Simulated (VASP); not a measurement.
Wanted: the native input for a VASP 6.6.1 run.

- Task: relaxation of the atoms
- Functional: LDA
- Potentials or basis: VASP PAW LDA potentials, release 64 (Pd)
- Cutoff: 520 eV
- k mesh: 3 × 3 × 1
- Occupations: fermi-dirac, width 0.1 eV
- Spin: no spin polarisation
- Dipole correction: no
- Atoms held fixed (from 0): [0, 1, 2, 3]
- Further INCAR settings: ALGO = Normal; EDIFF = 1e-06; IBRION = 2; EDIFFG = -0.08; NSW = 45

The structure of Pd lies in POSCAR:

```
Pd
1.0
    5.5012910000      0.0000000000      0.0000000000
    2.7506450000      4.7642580000      0.0000000000
    0.0000000000      0.0000000000     16.4917850000
Pd
12
Selective dynamics
Direct
    0.1666667000      0.1666667000      0.0606362000  F F F
    0.6666667000      0.1666667000      0.0606362000  F F F
    0.1666667000      0.6666667000      0.0606362000  F F F
    0.6666667000      0.6666667000      0.0606362000  F F F
   -0.1666667000      0.3333333000      0.1968188000  T T T
    0.3333333000      0.3333333000      0.1968188000  T T T
   -0.1666667000      0.8333333000      0.1968188000  T T T
    0.3333333000      0.8333333000      0.1968188000  T T T
    0.0000000000      0.0000000000      0.3330013000  T T T
    0.5000000000      0.0000000000      0.3330013000  T T T
    0.0000000000      0.5000000000      0.3330013000  T T T
    0.5000000000      0.5000000000      0.3330013000  T T T
```

One way to write it, as run:

INCAR

```
PREC = Accurate
ENCUT = 520
EDIFF = 1E-6
ISMEAR = -1
SIGMA = 0.1
LREAL = False
LASPH = True
NELM = 60
ALGO = Normal
ISIF = 2
LWAVE = False
LCHARG = False
IBRION = 2
NSW = 45
EDIFFG = -0.08
```

KPOINTS

```
Automatic mesh
0
Gamma
  3 3 1
```

Potentials or basis: VASP PAW LDA potentials, release 64 (Pd).

The run is started by

```bash
$ cat potpaw_LDA.64/Pd/POTCAR > POTCAR
$ mpirun -np 1 vasp_std > vasp.out
```

Results of the run:

| Item | Value |
| --- | --- |
| Energy gained by relaxing | 10.1 meV/atom |
| Ionic steps | 5 |
| Band gap on the k mesh | zero (band 60 reaches 0.94 eV, above the bottom of band 61 at 0.50 eV) |

Caveat: the k points lie up to 0.44 Å⁻¹ apart.

It took 7.5 min on 1 thread of Oxide Virtual Turin-like Processor (shared host), peak memory 0.37 GiB.
